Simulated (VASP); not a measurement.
Write the native input for VASP 6.6.1 that does the following.

| Property | Result |
| --- | --- |
| Task | single point |
| Functional | PBE |
| Potentials or basis | VASP PAW PBE potentials, release 64 (S, Te, Ge_d) |
| Cutoff | 520 eV |
| k mesh | 6 × 6 × 6 |
| Occupations | gaussian, width 0.01 eV |
| Spin | no spin polarisation |
| Dipole correction | no |
| Further INCAR settings | ALGO = Normal; EDIFF = 1e-06; NBANDS = 28 |

The structure of Ge2TeS lies in POSCAR:

```
Ge2TeS
1.0
    2.0080270799      1.1593349751      6.5206064339
   -2.0080270799      1.1593349751      6.5206064339
    0.0000000000     -2.3186699502      6.5206064339
S Te Ge
1 1 2
Direct
    1.0000000000      0.0000000000      0.0000000000
    0.5000000000      0.5000000000      0.5000000000
    0.2589064964      0.2589064964      0.2589064964
    0.7410935036      0.7410935036      0.7410935036
```

One way to write it, as run:

INCAR

```
SYSTEM = Ge2TeS
PREC = Accurate
ENCUT = 520
EDIFF = 1E-6
ISMEAR = 0
SIGMA = 0.01
LREAL = .FALSE.
LASPH = .TRUE.
NELM = 100
ALGO = Normal
ISIF = 2
LWAVE = .FALSE.
LCHARG = .FALSE.
GGA = PE
NBANDS = 28
```

KPOINTS

```
Automatic mesh
0
G
  6 6 6
  0 0 0
```

Potentials or basis: VASP PAW PBE potentials, release 64 (S, Te, Ge_d).

Run with:

```console
$ cat potpaw_PBE.64/S/POTCAR potpaw_PBE.64/Te/POTCAR potpaw_PBE.64/Ge_d/POTCAR > POTCAR
$ mpirun -np 1 vasp_std > vasp.out
```

It gave:

| Property | Result |
| --- | --- |
| Pressure | 1.9 GPa |
| Largest force | 0.032 eV/Å |
| Band gap on the k mesh | 0.17 eV (least direct gap 0.18 eV) |

Caveat: spin-orbit coupling is left out, which moves the levels of the heavy elements.

It took 100 s on 1 thread of Intel(R) Xeon(R) 6975P-C (Granite Rapids), on a shared host, peak memory 0.4 GiB.
